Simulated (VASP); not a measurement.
Input of a VASP 6.6.1 run:

Contents of INCAR:

```
PREC = Accurate ; ENCUT = 520
EDIFF = 1E-6 ; ISMEAR = -1
SIGMA = 0.01 ; LREAL = Auto
LASPH = T ; NELM = 60
ALGO = Normal ; ISIF = 2
LWAVE = F ; LCHARG = T
GGA = PE ; LELF = T
LVHAR = T ; NELECT = 704.0
NBANDS = 398
```

File KPOINTS:

```
regular mesh
0
Gamma
  1 1 1
```

Contents of POSCAR:

```
Ga32HO48
1.0
    5.0579508900      2.9202093400      9.0826160100
   -5.0579508900      2.9202093400      9.0826160100
    0.0000000000     -5.8404185800      9.0826160400
Ga O H
32 48 1
Direct
    0.4311133685      0.4235828486      0.4271496712
    0.3213329886      0.3224897812      0.3231659238
    0.0658988500      0.0683650661      0.0697596819
    0.1767692993      0.1804000186      0.1527337751
    0.4266934400      0.4278864132      0.9277242709
    0.3267348215      0.3249366624      0.8134085064
    0.0599321662      0.0668058984      0.6007450719
    0.1802606154      0.1803709368      0.6790254111
    0.4305871590      0.9259733450      0.4315123342
    0.3276820495      0.8117597033      0.3175983748
    0.0727477720      0.5673832587      0.0745096621
    0.1789590236      0.6750401550      0.1773988222
    0.4291802640      0.9269217516      0.9263724334
    0.3217051521      0.8202811673      0.8237976525
    0.0729338959      0.5721716416      0.5704923663
    0.1770305593      0.6785648872      0.6777496784
    0.9249150094      0.4271422839      0.4329981322
    0.8239703483      0.3217106279      0.3195682401
    0.5684361320      0.0725655602      0.0727684365
    0.6757463362      0.1756979856      0.1805770677
    0.9273979615      0.4301685390      0.9247426876
    0.8186368196      0.3214158986      0.8257385203
    0.5747915085      0.0698049921      0.5727599274
    0.6795656730      0.1772766917      0.6773096863
    0.9285573959      0.9288950820      0.4265848484
    0.8235834681      0.8185300382      0.3248187047
    0.5730523234      0.5702873697      0.0717486675
    0.6782752624      0.6771637451      0.1785003310
    0.9233502272      0.9212497719      0.9396674349
    0.8210906524      0.8220012979      0.8227245006
    0.5707240885      0.5730869031      0.5718289700
    0.6783260365      0.6767894459      0.6786960274
    0.3743581207      0.2223420144      0.0239786422
    0.2029045553      0.0512662700      0.3779532216
    0.0308982825      0.3675650547      0.2218341616
    0.1234097031      0.2770070821      0.4761583092
    0.4690164109      0.1240199809      0.2796315689
    0.2763105393      0.4707236567      0.1260120703
    0.3767914363      0.2221499585      0.5272458152
    0.2240739347      0.0249478415      0.8753264251
    0.0263101395      0.3756943147      0.7226326511
    0.1281891316      0.2770403199      0.9616137529
    0.4747442735      0.1241819532      0.7750971783
    0.2784967584      0.4762980067      0.6200224647
    0.3756425794      0.7218893180      0.0273624049
    0.2240217190      0.5266715536      0.3743414066
    0.0267627775      0.8720372954      0.2233638479
    0.1268169827      0.7815380490      0.4696438809
    0.4777495821      0.6197335625      0.2756894060
    0.2769671376      0.9706605080      0.1259248620
    0.3710554733      0.7309478565      0.5224828280
    0.2230738871      0.5260892847      0.8743074184
    0.0250231141      0.8702104425      0.7302109147
    0.1248147571      0.7743400435      0.9758816374
    0.4715928515      0.6248559055      0.7764434756
    0.2746534765      0.9731851698      0.6267936141
    0.8717553357      0.2232144401      0.0268722120
    0.7232237190      0.0252606354      0.3759610672
    0.5267276283      0.3733542530      0.2236172800
    0.6282249584      0.2754917985      0.4721851827
    0.9727496982      0.1259085380      0.2702833746
    0.7788794225      0.4728359212      0.1226983696
    0.8766605594      0.2213594163      0.5311465516
    0.7226693563      0.0255093647      0.8768745629
    0.5266757872      0.3758908119      0.7210762987
    0.6219788119      0.2753328997      0.9755008076
    0.9710687137      0.1203457444      0.7879451843
    0.7750301684      0.4720295989      0.6285327892
    0.8744140504      0.7208311041      0.0303741585
    0.7238017858      0.5254849136      0.3755653226
    0.5187185639      0.8764729271      0.2272959044
    0.6257315381      0.7741155411      0.4748955023
    0.9729957117      0.6211708247      0.2788021075
    0.7721654432      0.9704929916      0.1311956373
    0.8758210443      0.7227479882      0.5268143331
    0.7229789742      0.5263260170      0.8752598866
    0.5271414243      0.8738729443      0.7233110413
    0.6247266742      0.7767821245      0.9743094619
    0.9739817080      0.6262699492      0.7744117607
    0.7790484734      0.9727852299      0.6241578566
    0.1550038556      0.1671747923      0.3587535838
```

Potentials or basis: VASP PAW PBE potentials, release 64 (Ga_d, O, H).

Command:

```bash
$ cat potpaw_PBE.64/Ga_d/POTCAR potpaw_PBE.64/O/POTCAR potpaw_PBE.64/H/POTCAR > POTCAR
$ mpirun -np 1 vasp_gam > vasp.out
```

(1) What does it give for the largest force?

## Answers

(1) 0.886 eV/Å.

Caveat: the k points lie up to 0.75 Å⁻¹ apart; the cell carries a net charge on a neutralising background, which shifts energy and pressure.
